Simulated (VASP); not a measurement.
Here is a VASP 6.6.1 calculation.

INCAR

```
SYSTEM = Lu
ALGO = Normal
EDIFF = 1E-6
ENCUT = 520
GGA = PS
ISIF = 2
ISMEAR = -1
LASPH = .True.
LCHARG = .False.
LREAL = .False.
LWAVE = .False.
NBANDS = 32
NELM = 100
PREC = Accurate
SIGMA = 0.1
```

The input KPOINTS:

```
k-points
0
Gamma
  9 9 9
  0 0 0
```

Contents of POSCAR:

```
Lu
1.0
    0.0000000000      3.7260005996      3.7260005996
    3.7260005996      0.0000000000      3.7260005996
    3.7260005996      3.7260005996      0.0000000000
Lu
2
Direct
    0.1250000000      0.1250000000      0.1250000000
    0.8750000000      0.8750000000      0.8750000000
```

Potentials or basis: VASP PAW PBE potentials, release 64 (Lu).

The run is started by

```bash
$ cat potpaw_PBE.64/Lu/POTCAR > POTCAR
$ mpirun -np 1 vasp_std > vasp.out
```

Q: What does it give for the pressure?

A: -1.2 GPa.

Q: Estimate the band gap on the k mesh.

A: Zero (bands 25 and 26 overlap by 1.00 eV).

Caveat: the PAW data sets were made with another functional, which shifts forces and pressure a little; spin-orbit coupling is left out, which moves the levels of the heavy elements.
